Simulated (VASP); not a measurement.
A run of VASP 6.6.1:

The input POSCAR:

```
Na
1.0
   -2.1063837058      2.1063837058      2.1063837058
    2.1063837058     -2.1063837058      2.1063837058
    2.1063837058      2.1063837058     -2.1063837058
Na
1
Direct
    0.0000000000      0.0000000000      0.0000000000
```

The input INCAR.step1:

```
SYSTEM = Na
PREC     = Accurate       ! precision mode
ENCUT    = 520            ! plane-wave cutoff, eV
ISMEAR   = 0              ! smearing method
SIGMA    = 0.1            ! smearing width, eV
LREAL    = .FALSE.        ! projectors in reciprocal space
LASPH    = .TRUE.         ! aspherical terms in the spheres
NELM     = 60             ! most SCF steps
NBANDS   = 10             ! bands
GGA      = PE             ! functional
ALGO     = Normal         ! electronic algorithm
EDIFF    = 1E-4           ! SCF threshold, eV
LWAVE    = .TRUE.         ! write WAVECAR
LCHARG   = .FALSE.        ! write CHGCAR
```

File INCAR.step2:

```
SYSTEM = Na
PREC     = Accurate       ! precision mode
ENCUT    = 520            ! plane-wave cutoff, eV
EDIFF    = 1E-6           ! SCF threshold, eV
ISMEAR   = 0              ! smearing method
SIGMA    = 0.1            ! smearing width, eV
LREAL    = .FALSE.        ! projectors in reciprocal space
LASPH    = .TRUE.         ! aspherical terms in the spheres
NELM     = 60             ! most SCF steps
ALGO     = Normal         ! electronic algorithm
ISIF     = 2              ! what is computed and relaxed
LWAVE    = .FALSE.        ! write WAVECAR
LCHARG   = .FALSE.        ! write CHGCAR
METAGGA  = R2SCAN         ! meta-GGA
LMIXTAU  = .TRUE.       
NBANDS   = 10             ! bands
ISTART   = 1
```

Contents of KPOINTS:

```
Automatic mesh
0
G
  8 8 8
  0 0 0
```

Potentials or basis: VASP PAW PBE potentials, release 64 (Na_pv).

Command:

```bash
$ cat potpaw_PBE.64/Na_pv/POTCAR > POTCAR
$ cp INCAR.step1 INCAR
$ mpirun -np 1 vasp_std > vasp.out
$ cp INCAR.step2 INCAR
$ mpirun -np 1 vasp_std > vasp.out
```

Hardware: 1 thread of Intel Xeon 6975P-C, with other jobs on the host.

How long does it take, and how much memory?

Wall time 29 s on 1 thread of Intel Xeon 6975P-C, on a shared host, peak memory 0.16 GiB. Counts: k points 29.
